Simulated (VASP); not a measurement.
Ru:

```
Ru
1.0
     2.70580    0.00000    0.00000
    -1.35290    2.34329    0.00000
     0.00000    0.00000    4.28190
Ru
2
Direct
  0.66667 0.33333 0.75000
  0.33333 0.66667 0.25000
```

```yaml
Program: VASP 6.6.1
Task: relaxation of cell and atoms
Functional: PBEsol
Potentials_or_basis: VASP PAW PBE potentials, release 64 (Ru_pv)
Cutoff: 600 eV
k_mesh: 11 × 11 × 6
Occupations: fermi-dirac, width 0.05 eV
Spin: no spin polarisation
```

At the start: pressure -6.3 GPa; volume 13.57 Å³/atom.

Q: Where does the relaxation end?

A: Over 4 steps the energy falls by 5.1 meV/atom and the volume is 13.32 Å³/atom (-1.9 %); space group P6_3/mmc (No. 194, to 0.05 Å).

Step by step:
```csv
step,energy change (eV),largest force (eV/Å),pressure (GPa),volume (Å³)
1,0.0000,0.0000,-6.31,27.15
2,0.0986,0.0000,24.00,25.10
3,-0.0102,0.0000,-0.11,26.65
4,-0.0102,0.0000,-0.02,26.64
```

Final structure:
```cif
data_structure
_symmetry_space_group_name_H-M 'P 1'
_symmetry_Int_Tables_number 1
_cell_length_a 2.6893
_cell_length_b 2.6893
_cell_length_c 4.2537
_cell_angle_alpha 90.000
_cell_angle_beta 90.000
_cell_angle_gamma 120.000
_cell_volume 26.64
loop_
_atom_site_label
_atom_site_type_symbol
_atom_site_fract_x
_atom_site_fract_y
_atom_site_fract_z
_atom_site_occupancy
Ru1 Ru 0.66667 0.33333 0.75000 1
Ru2 Ru 0.33333 0.66667 0.25000 1
```

Caveat: the PAW data sets were made with another functional, which shifts forces and pressure a little.
